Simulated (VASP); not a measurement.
Runs of VASP 6.6.1 on Zr. The structure is that of space group Fd-3m (No. 227), or close to it. The cells are those of the table. This isn't the form of Zr at room conditions, which is hcp.

```csv
task,cell,k mesh,cutoff (eV),gap on the mesh (eV),pressure (GPa)
relaxation of cell and atoms,"relaxed from a = 4.463 Å, angles 60.0°, 2 atoms",9 × 9 × 9,600,none,0.0
single point,"a = 4.223 Å, angles 60.0°, 2 atoms",10 × 10 × 10,520,none,1.9
single point,"a = 4.392 Å, angles 60.0°, 2 atoms",10 × 10 × 10,520,none,-2.7
single point,"a = 4.281 Å, angles 60.0°, 2 atoms",15 × 15 × 15,520,none,0.1
single point,"a = 4.102 Å, angles 60.0°, 2 atoms",10 × 10 × 10,520,none,6.8
single point,"a = 4.281 Å, angles 60.0°, 2 atoms",9 × 9 × 9,520,none,0.1
single point,"a = 4.281 Å, angles 60.0°, 2 atoms",10 × 10 × 10,520,none,0.1
single point,"a = 4.337 Å, angles 60.0°, 2 atoms",10 × 10 × 10,520,none,(a)
```

Alike in all rows: level LDA; potentials or basis VASP PAW LDA potentials, release 64 (Zr_sv); no spin polarisation; smearing fermi-dirac 0.1 eV.

Problem. Estimate the missing entries.

Solution. (a) -1.4.

Caveats: the cell stands under pressure (at least some runs).

A k mesh can miss the band edges, and the runs leave out spin-orbit coupling on Zr.

A gap of «none» marks levels without a gap at the run's occupations.
